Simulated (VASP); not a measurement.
# SiO2 (Imma) in VASP: notebook, part 2 of 2

VASP 6.6.1. The steps go on from the part before.

## (3) Single point, LDA (16.12 Å³/atom)

This run uses another cell than the first one, of 16.12 Å³/atom.

INCAR reads:

```
PREC = Accurate ; ENCUT = 520
EDIFF = 1E-7 ; ISMEAR = 0
SIGMA = 0.02 ; LREAL = False
LASPH = True ; NELM = 80
ALGO = Normal ; ISIF = 2
LWAVE = False ; LCHARG = False
NBANDS = 44
```

KPOINTS reads:

```
Automatic mesh
0
Gamma
  6 6 6
```

POSCAR reads:

```
SiO2
1.0
   -2.6241242238      4.0808196757      4.5172673467
    2.6241242238     -4.0808196757      4.5172673467
    2.6241242238      4.0808196757     -4.5172673467
Si O
4 8
Direct
    0.8849896717      0.8306729326      0.0543167391
    0.7236438064      0.1693270674      0.5543167391
    0.1150103283      0.1693270674      0.9456832609
    0.2763561936      0.8306729326      0.4456832609
    0.0706723630      0.8206723630      0.2500000000
    0.9293276370      0.1793276370      0.7500000000
    0.7333663838      0.5000000000      0.7333663838
    0.2666336162      0.0000000000      0.7666336162
    0.2666336162      0.5000000000      0.2666336162
    0.7333663838      0.0000000000      0.2333663838
    0.0000000000      0.0000000000      0.0000000000
    0.5000000000      0.0000000000      0.5000000000
```

Potentials or basis: VASP PAW LDA potentials, release 64 (Si, O).

On the command line:

```sh
$ cat potpaw_LDA.64/Si/POTCAR potpaw_LDA.64/O/POTCAR > POTCAR
$ mpirun -np 1 vasp_std > vasp.out
```

OUTCAR:

```text
PREC = Accurate
   ENCUT = 520
   EDIFF = 1E-7
   ISMEAR = 0
   LREAL = False
   LASPH = True
   NELM = 80
   ISIF = 2

 ion  position               nearest neighbor table
   1  0.885  0.831  0.054-  11 1.59   5 1.60  10 1.61   7 1.61   2 3.00   2 3.00
   2  0.724  0.169  0.554-  12 1.59   6 1.60   7 1.61  10 1.61   1 3.00   1 3.00
   3  0.115  0.169  0.946-  11 1.59   6 1.60   8 1.61   9 1.61   4 3.00   4 3.00
   4  0.276  0.831  0.446-  12 1.59   5 1.60   9 1.61   8 1.61   3 3.00   3 3.00
   5  0.071  0.821  0.250-   1 1.60   4 1.60
   6  0.929  0.179  0.750-   3 1.60   2 1.60
   7  0.733  0.500  0.733-   2 1.61   1 1.61
   8  0.267  0.000  0.767-   3 1.61   4 1.61
   9  0.267  0.500  0.267-   4 1.61   3 1.61
  10  0.733  0.000  0.233-   1 1.61   2 1.61
  11  0.000  0.000  0.000-   1 1.59   3 1.59
  12  0.500  0.000  0.500-   2 1.59   4 1.59

  LATTYP: Found a body centered orthorhombic cell.
 ALAT       =     5.2482484476
 B/A-ratio  =     1.5551168038
 C/A-ratio  =     1.7214380728

  Lattice vectors:

 A1 = (  -2.6241242238,   4.0808196757,   4.5172673467)
 A2 = (   2.6241242238,  -4.0808196757,   4.5172673467)
 A3 = (   2.6241242238,   4.0808196757,  -4.5172673467)

Analysis of symmetry for initial positions (statically):
=====================================================================
 Subroutine PRICEL returns:
 Original cell was already a primitive cell.

 Routine SETGRP: Setting up the symmetry group for a
 body centered orthorhombic supercell.

 Subroutine GETGRP returns: Found  8 space group operations
 (whereof  4 operations were pure point group operations)
 out of a pool of  8 trial point group operations.

The static configuration has the point symmetry C_2h.
 The point group associated with its full space group is D_2h.

Analysis of symmetry for dynamics (positions and initial velocities):
=====================================================================
 Subroutine PRICEL returns:
[... 161 lines left out ...]
 non-spin polarized calculation
 Gauss-broadening in eV      SIGMA  =   0.02
  energy-cutoff  :      520.00
  volume of cell :      193.49
 maximum number of plane-waves:      5230
 NGX is ok and might be reduce to    50
   NGX = 25   NGY = 25   NGZ = 25

 number of electron      63.9999989 magnetization

 Free energy of the ion-electron system (eV)
  ---------------------------------------------------
  ext. energy  EPLUGINS =         0.00000000
  ---------------------------------------------------
  free energy    TOTEN  =      -103.51766458 eV

  energy without entropy =     -103.51766458  energy(sigma->0) =     -103.51766458

 E-fermi :  -0.7023     XC(G=0):  -8.2042

 val. band max:       -0.8469738367   @ k =   0.5000   0.5000   0.5000
 cond. band min:       4.5290170968   @ k =   0.0000   0.0000   0.0000
 fundamental gap:      5.3759909335
 Fermi energy:        -0.7023048274

 k-point     1 :       0.0000    0.0000    0.0000
  band No.  band energies     occupation
      1     -20.2595      2.00000
      2     -19.2659      2.00000
      3     -18.7465      2.00000
      4     -18.5591      2.00000
      5     -18.1527      2.00000
      6     -18.0796      2.00000
[... 1117 lines left out ...]
     43      10.3463      0.00000
     44      10.4043      0.00000

 [... further k-points ...]

------------------------ aborting loop because EDIFF is reached ----------------------------------------

  FORCE on cell =-STRESS in cart. coord.  units (eV):
  Direction    XX          YY          ZZ          XY          YZ          ZX
  --------------------------------------------------------------------------------------
  -------------------------------------------------------------------------------------
  Total        1.6024878      1.3278990      1.4717361      0.0000000      0.0000000      0.0000000
  in kB       13.2689857     10.9953242     12.1863303      0.0000000      0.0000000      0.0000000
  external PRESSURE =      12.1502134 kB  Pullay stress =       0.0000000 kB

 VOLUME and BASIS-vectors are now :
 -----------------------------------------------------------------------------
  energy-cutoff  :      520.00
  volume of cell :      193.49
      direct lattice vectors                 reciprocal lattice vectors
    -2.624124224  4.080819676  4.517267347     0.000000000  0.122524404  0.110686387
     2.624124224 -4.080819676  4.517267347     0.190539760  0.000000000  0.110686387
     2.624124224  4.080819676 -4.517267347     0.190539760  0.122524404  0.000000000

 POSITION                                       TOTAL-FORCE (eV/Angst)
 -----------------------------------------------------------------------------------
      0.00000      0.44331      7.50474        -0.000000     -0.042858      0.017094
      0.00000      4.52413      1.52979         0.000000     -0.042858     -0.017094
      2.62412      3.63751     -2.98748         0.000000      0.042858     -0.017094
      2.62412     -0.44331      2.98748         0.000000      0.042858      0.017094
      2.62412     -2.04041      2.89713        -0.000000     -0.000000     -0.007461
      0.00000      6.12123      1.62014         0.000000     -0.000000      0.007461
      1.31206      3.94506      2.25863        -0.000000     -0.028276     -0.000000
      1.31206      4.21658     -2.25863         0.000000      0.028276      0.000000
      1.31206      0.13576      2.25863         0.000000      0.028276      0.000000
     -1.31206      3.94506      2.25863        -0.000000     -0.028276     -0.000000
      0.00000      0.00000      0.00000        -0.000000     -0.000000     -0.000000
      0.00000      4.08082      0.00000        -0.000000     -0.000000     -0.000000
 -----------------------------------------------------------------------------------
    total drift:                                0.000000     -0.000000     -0.000000

  FREE ENERGIE OF THE ION-ELECTRON SYSTEM (eV)
  ---------------------------------------------------
  free  energy   TOTEN  =      -103.5176645772 eV

  energy  without entropy=     -103.5176645772  energy(sigma->0) =     -103.51766458
```

stdout:

```text
POSCAR found type information on POSCAR SiO
 POSCAR found :  2 types and      12 ions
 scaLAPACK will be used
 LDA part: xc-table for (Slater(with rela. corr.)+CA(PZ))
 , standard interpolation
 POSCAR, INCAR and KPOINTS ok, starting setup
 FFT: planning ... GRIDC
 FFT: planning ... GRID_SOFT
 FFT: planning ... GRID
 WAVECAR not read
 entering main loop
```

Run time: 9.4 min. Hardware: 1 thread of Intel Xeon Platinum 8259CL at 2.50GHz (Skylake/Cascade Lake), shared host; peak memory 0.44 GiB.

Results:

* Free energy: -103.5177 eV
* Pressure: 1.2 GPa
* Largest force: 0.046 eV/Å
* Band gap on the k mesh: 5.38 eV (least direct gap 5.38 eV)

Forces in eV/Å, atoms in the order of the input:
```
Si   0.000 -0.043  0.017
Si   0.000 -0.043 -0.017
Si   0.000  0.043 -0.017
Si   0.000  0.043  0.017
O    0.000  0.000 -0.007
O    0.000  0.000  0.007
O    0.000 -0.028  0.000
O    0.000  0.028  0.000
O    0.000  0.028  0.000
O    0.000 -0.028  0.000
O    0.000  0.000  0.000
O    0.000  0.000  0.000
```

## (4) Single point, LDA (16.67 Å³/atom)

This run uses another cell than the first one, of 16.67 Å³/atom.

INCAR reads:

```
PREC = Accurate
ENCUT = 520
EDIFF = 1E-6
ISMEAR = 0
SIGMA = 0.02
LREAL = False
LASPH = True
NELM = 100
ALGO = Normal
ISIF = 2
LWAVE = False
LCHARG = False
NBANDS = 44
```

KPOINTS reads:

```
regular mesh
0
Gamma
  6 6 6
```

POSCAR reads:

```
SiO2
1.0
   -2.6196010285      4.2266142814      4.5179200454
    2.6196010285     -4.2266142814      4.5179200454
    2.6196010285      4.2266142814     -4.5179200454
Si O
4 8
Direct
    0.8939276480      0.8331921386      0.0607355094
    0.7275433709      0.1668078614      0.5607355094
    0.1060723520      0.1668078614      0.9392644906
    0.2724566291      0.8331921386      0.4392644906
    0.0814898654      0.8314898654      0.2500000000
    0.9185101346      0.1685101346      0.7500000000
    0.7456167855      0.5000000000      0.7456167855
    0.2543832145      0.0000000000      0.7543832145
    0.2543832145      0.5000000000      0.2543832145
    0.7456167855      0.0000000000      0.2456167855
    0.0000000000      0.0000000000      0.0000000000
    0.5000000000      0.0000000000      0.5000000000
```

On the command line:

```sh
$ cat potpaw_LDA.64/Si/POTCAR potpaw_LDA.64/O/POTCAR > POTCAR
$ mpirun -np 1 vasp_std > vasp.out
```

It took 9.7 min on 1 thread of Intel Xeon Platinum 8259CL at 2.50GHz (Skylake/Cascade Lake), shared host; peak memory 0.45 GiB.

It converged, with:

- Free energy: -103.5489 eV
- Pressure: 1.1 GPa
- Largest force: 0.046 eV/Å
- Band gap on the k mesh: 5.38 eV (least direct gap 5.38 eV)

Forces in eV/Å, atoms in the order of the input:
```
Si   0.000 -0.041  0.021
Si   0.000 -0.041 -0.021
Si   0.000  0.041 -0.021
Si   0.000  0.041  0.021
O    0.000  0.000 -0.007
O    0.000  0.000  0.007
O    0.000 -0.025  0.000
O    0.000  0.025  0.000
O    0.000  0.025  0.000
O    0.000 -0.025  0.000
O    0.000  0.000  0.000
O    0.000  0.000  0.000
```

Stress tensor (GPa, compression positive):
```
1.23 0.00 0.00
0.00 1.01 0.00
0.00 0.00 1.14
```

Levels at points of the mesh, in eV from the valence-band top:
```csv
k point,band 29,band 30,band 31,band 32,band 33,band 34,band 35,band 36
"(0.00, 0.00, 0.00)",-0.80,-0.67,-0.55,-0.01,5.38,8.37,8.54,9.02
"(0.50, 0.00, 0.00)",-0.72,-0.56,-0.40,-0.31,6.55,6.95,8.57,9.00
"(0.00, 0.50, 0.00)",-1.01,-0.83,-0.79,-0.28,7.62,7.67,8.48,8.64
"(0.50, 0.50, 0.00)",-0.91,-0.91,-0.58,-0.58,7.68,7.68,8.63,8.63
"(0.50, 0.50, 0.50)",-0.73,-0.48,-0.37,0.00,7.59,7.64,7.68,8.09
```

## (5) Overview

```csv
cell,gap on the mesh (eV),pressure (GPa),largest force (eV/Å)
"a = 6.998 Å, angles 136.1, 94.8, 101.3°, 12 atoms, atomic positions A",5.42,0.4,0.06
"a = 6.629 Å, angles 133.4, 104.0, 94.1°, 12 atoms, atomic positions B",5.38,1.2,0.05
"a = 6.718 Å, angles 134.1, 102.0, 95.5°, 12 atoms, atomic positions C",5.38,1.1,0.05
```

Alike in all rows: task single point; level LDA; potentials or basis VASP PAW LDA potentials, release 64 (Si, O); no spin polarisation; k mesh 6 × 6 × 6; cutoff (eV) 520; smearing gaussian 0.02 eV.

Absolute energies hang on the potentials; compare differences alone.
